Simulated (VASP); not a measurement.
Set up this calculation in VASP 6.6.1, as the native input.

* Task: single point
* Functional: PBE
* Potentials or basis: VASP PAW PBE potentials, release 64 (Sb_d_GW, Mn_sv)
* Cutoff: 680 eV
* k mesh: 7 × 7 × 7
* Occupations: fermi-dirac, width 0.05 eV
* Spin: collinear spin, ferromagnetic start
* Starting moments: [0.0, 4.0] μB
* Fixed moment: 4 μB
* Dipole correction: no
* Further INCAR settings: ALGO = Normal; EDIFF = 1e-06; NBANDS = 26

The structure of MnSb lies in POSCAR:

```
MnSb
1.0
    0.0000000000      2.7950160000      2.7950160000
    2.7950160000      0.0000000000      2.7950160000
    2.7950160000      2.7950160000      0.0000000000
Sb Mn
1 1
Direct
    0.5000000000      0.5000000000      0.5000000000
    0.0000000000      0.0000000000      0.0000000000
```

One way to write it, as run:

INCAR

```
ALGO = Normal ; EDIFF = 1E-6
ENCUT = 680 ; GGA = PE
GGA_COMPAT = F ; ISIF = 2
ISMEAR = -1 ; ISPIN = 2
LASPH = T ; LCHARG = T
LELF = T ; LMAXMIX = 4
LORBIT = 11 ; LREAL = F
LVHAR = T ; LWAVE = F
MAGMOM = 0 4 ; NBANDS = 26
NELM = 200 ; NUPDOWN = 4.0
PREC = Accurate ; SIGMA = 0.05
```

KPOINTS

```
k-points
0
Gamma
  7 7 7
```

Potentials or basis: VASP PAW PBE potentials, release 64 (Sb_d_GW, Mn_sv).

The run is started by

```console
$ cat potpaw_PBE.64/Sb_d_GW/POTCAR potpaw_PBE.64/Mn_sv/POTCAR > POTCAR
$ mpirun -np 1 vasp_std > vasp.out
```

Results of the run:

* Pressure: 0.4 GPa
* Net moment: 4.00 μB per cell
* Site moments: Sb -0.07; Mn +3.63 μB
* Valence electrons inside the program's atomic spheres: Sb 12.81; Mn 12.85

Caveat: the total moment is fixed, so each spin has its own Fermi level and the state may be an excited one; a cell with one magnetic atom can't hold antiferromagnetic order, which such compounds often take.

Wall time 81 s on 1 thread of Intel(R) Xeon(R) Platinum 8259CL CPU @ 2.50GHz (Skylake/Cascade Lake) (shared host), peak memory 0.28 GiB.
